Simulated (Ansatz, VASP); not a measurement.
## LiCl in VASP and in Ansatz

The input INCAR:

```
SYSTEM = LiCl
  PREC = Accurate
  ENCUT = 750
  EDIFF = 1E-6
  ISMEAR = 0
  SIGMA = 0.01
  LREAL = .False.
  LASPH = .True.
  NELM = 120
  ALGO = Normal
  ISIF = 2
  LWAVE = .False.
  LCHARG = .False.
  GGA = PS
  NBANDS = 12
  GGA_COMPAT = .False.
```

KPOINTS

```
regular mesh
0
Gamma
  4 4 4
  0 0 0
```

File POSCAR:

```
LiCl
1.0
    0.0000000000      2.5647700000      2.5647700000
    2.5647700000      0.0000000000      2.5647700000
    2.5647700000      2.5647700000      0.0000000000
Li Cl
1 1
Direct
    0.9281700000      0.9797200000      0.0597600000
    0.5090297970      0.4520202030      0.5330802030
```

Input for Ansatz:

```yaml
crystal:
  lattice:
    - [0.0, 2.56477, 2.56477]
    - [2.56477, 0.0, 2.56477]
    - [2.56477, 2.56477, 0.0]
  atoms:
    - { symbol: Li, position: [0.92817, 0.97972, 0.05976] }
    - { symbol: Cl, position: [0.509029797018836, 0.45202020298116397, 0.533080202981164] }
basis:
  ecutwfc: 540.0
  xc_grid: 2
kpoints:
  mp_grid:
    grid: [4, 4, 4]
hamiltonian:
  xc: pbesol
scf:
  convergence:
    dr2_threshold: 1.0e-09
  occupations:
    method: fixed
output:
  forces: true
  stress: true
```

Alike in both runs: task single point; functional PBEsol; k mesh 4 × 4 × 4; no spin polarisation.

|  | VASP | Ansatz |
| --- | --- | --- |
| version | VASP 6.6.1 | Ansatz 0.2.0 |
| potentials or method | VASP PAW PBE potentials, release 64 (Li_sv, Cl), cutoff 750 eV | plane waves, PAW |
| occupations | gaussian, width 0.01 eV | fixed |
| valence electrons in the cell | 10 | 10 |

```tsv
	VASP	Ansatz	Ansatz less VASP
pressure (GPa)	-0.5	-0.5	+0.02
rms of the force components (eV/Å)	0.098	0.097	-0.0013
```

VASP's potentials were made for PBE, not for PBEsol. Atom by atom the forces differ by 0.001 eV/Å (rms over components). Ansatz's warnings: stress scf threshold loose.

The k mesh is coarse, so the values compare programs but aren't converged.
